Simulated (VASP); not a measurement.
Set up this calculation in VASP 6.6.1, as the native input.

| Item | Value |
| --- | --- |
| Task | single point |
| Functional | b88 exchange, pbe correlation |
| Potentials or basis | VASP PAW PBE potentials, release 64 (Na_pv, La) |
| Cutoff | 500 eV |
| k mesh | 7 × 7 × 4 |
| Occupations | gaussian, width 0.1 eV |
| Spin | no spin polarisation |
| Dipole correction | no |
| Further INCAR settings | ALGO = Normal; EDIFF = 1e-06; NBANDS = 16 |

The structure of NaLa lies in POSCAR:

```
NaLa
1.0
    3.5461458333      0.0000000000      0.0000000000
   -1.7730778333      3.0710483333      0.0000000000
    0.0000000000      0.0000000000      6.7054317725
Na La
1 1
Direct
    0.0000000000      0.0000000000      0.0000000000
    0.3333333333      0.6666666667      0.5000000000
```

One way to write it, as run:

INCAR

```
PREC = Accurate
ENCUT = 500
EDIFF = 1E-6
ISMEAR = 0
SIGMA = 0.1
LREAL = False
LASPH = True
NELM = 200
ALGO = Normal
ISIF = 2
LWAVE = False
LCHARG = False
GGA = LIBXC
LIBXC1 = GGA_X_B88
LIBXC2 = GGA_C_PBE
NBANDS = 16
GGA_COMPAT = False
LMAXMIX = 6
```

KPOINTS

```
regular mesh
0
Gamma
  7 7 4
```

Potentials or basis: VASP PAW PBE potentials, release 64 (Na_pv, La).

Command:

```bash
$ cat potpaw_PBE.64/Na_pv/POTCAR potpaw_PBE.64/La/POTCAR > POTCAR
$ mpirun -np 1 vasp_std > vasp.out
```

It gave:

| Quantity | Value |
| --- | --- |
| Pressure | 0.0 GPa |
| Band gap on the k mesh | zero (bands 9 and 10 overlap by 0.76 eV) |

Caveat: the PAW data sets were made with another functional, which shifts forces and pressure a little; spin-orbit coupling is left out, which moves the levels of the heavy elements.

It took 17 s on 1 thread of Intel(R) Xeon(R) 6975P-C (Granite Rapids), with other jobs on the host, peak memory 0.2 GiB.
